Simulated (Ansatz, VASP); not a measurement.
Two plane-wave programs on BaTe

```
Ba Te
1.0
     0.00000    3.63836    3.63836
     3.63836    0.00000    3.63836
     3.63836    3.63836    0.00000
Ba Te
1 1
Cartesian
  0.0000 0.0000 0.0000
  3.6384 3.6384 3.6384
```

Change from the starting cell: hydrostatic strain +3.0%.

Alike in both runs: task single point; functional HSE06; k mesh 4 × 4 × 4; no spin polarisation.

|  | VASP | Ansatz |
| --- | --- | --- |
| version | VASP 6.6.1 | Ansatz 0.2.0 |
| potentials or method | VASP PAW PBE potentials, release 64 (Ba_sv, Te) | plane waves, PAW |
| plane-wave cutoff (eV) | 520 | 420 |
| occupations | gaussian, width 0.01 eV | fixed |
| valence electrons in the cell | 16 | 26 |

Ansatz gave:

- gap on the k mesh at the Fermi level (eV): 2.50
- pressure (GPa): -2.4

Estimate VASP's values.

gap on the k mesh at the Fermi level (eV): 2.46; pressure (GPa): -2.2.

VASP's potentials hold 16 valence electrons a cell and Ansatz's 26, so a difference there can come from the potentials and not from the codes. Ansatz's warnings: stress exchange threshold loose, stress scf threshold loose.

Neither program's run includes spin-orbit coupling.
